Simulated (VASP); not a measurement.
Input of a VASP 6.6.1 run:

INCAR

```
PREC = Accurate ; ENCUT = 520
EDIFF = 1E-5 ; ISMEAR = -4
SIGMA = 0.1 ; LREAL = False
LASPH = True ; NELM = 80
ALGO = Normal ; ISIF = 2
LWAVE = False ; LCHARG = False
GGA = PE ; IVDW = 12
IBRION = 0 ; NSW = 20
POTIM = 0.5 ; TEBEG = 300.0
TEEND = 300.0 ; ISYM = 0
NELMIN = 4 ; RANDOM_SEED = 48017 0 0
MDALGO = 2 ; SMASS = 0
```

File KPOINTS:

```
Automatic mesh
0
Gamma
  3 3 3
```

The input POSCAR:

```
TaGe2
1.0
    4.9571800000      0.1822850000     -0.3149460000
    0.8644400000      5.4428260000     -0.0252160000
   -0.2768310000     -0.9573070000      5.3865540000
Ge Ta
6 3
Direct
    0.9100400000      0.9167480000      0.0675160000
    0.1494280000      0.1765930000      0.3629510000
    0.9621100000      0.0093480000      0.6783360000
    0.7117740000      0.7705980000      0.3813820000
    0.2749890000      0.6793890000      0.2606620000
    0.0206800000      0.5806610000      0.6996440000
    0.4430040000      0.8097890000      0.8514220000
    0.8138450000      0.3893260000      0.0250920000
    0.6079160000      0.3556290000      0.4945130000
```

Potentials or basis: VASP PAW PBE potentials, release 64 (Ge_d, Ta_pv).

Command:

```sh
$ cat potpaw_PBE.64/Ge_d/POTCAR potpaw_PBE.64/Ta_pv/POTCAR > POTCAR
$ mpirun -np 1 vasp_std > vasp.out
```

(1) Estimate the dispersion energy per atom.

## Answers

(1) -0.517 eV.

Caveat: the k points lie up to 0.43 Å⁻¹ apart.
